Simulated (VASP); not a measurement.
# Be: single point with RPBE

Be:

```
Be
1.0
     2.37361    0.00000    0.00000
    -1.18680    2.05561    0.00000
     0.00000    0.00000    3.72523
Be
2
Direct
  0.33333 0.66667 0.25000
  0.66667 0.33333 0.75000
```

This cell differs from its parent crystal: volume scaled by 1.12.

```
Program                : VASP 6.6.1
Task                   : single point
Functional             : RPBE
Potentials or basis    : VASP PAW PBE potentials, release 64 (Be)
Cutoff                 : 520 eV
k mesh                 : 26 × 26 × 14
Occupations            : fermi-dirac, width 0.1 eV
Spin                   : no spin polarisation
Dipole correction      : no
Further INCAR settings : ALGO = Normal; EDIFF = 1e-07; NBANDS = 9
```

```json
{
  "Pressure": "-11.1 GPa",
  "Band gap on the k mesh": "zero (band 2 reaches 7.09 eV, above the bottom of band 3 at 5.48 eV)"
}
```

Stress tensor (GPa, compression positive):
```
-10.89   0.00   0.00
  0.00 -10.89   0.00
  0.00   0.00 -11.53
```

Levels at points of the mesh, in eV from the Fermi level:
```
           k point  band 1  band 2  band 3  band 4  band 5  band 6  band 7
(0.00, 0.00, 0.00)  -10.75   -4.04    0.59   14.31   14.31   16.91   16.91
(0.50, 0.00, 0.00)   -4.64   -3.14    3.25    5.83    5.91    8.41    8.88
(0.00, 0.00, 0.50)   -8.68   -8.68    9.62    9.62   15.80   15.80   15.80
(0.50, 0.00, 0.50)   -3.33   -3.33    1.02    1.02   10.78   10.78   13.83
```

Wall time 47 s on 1 thread of Intel Xeon 6975P-C (shared host), peak memory 0.19 GiB.

Caveat: the PAW data sets were made with another functional, which shifts forces and pressure a little.
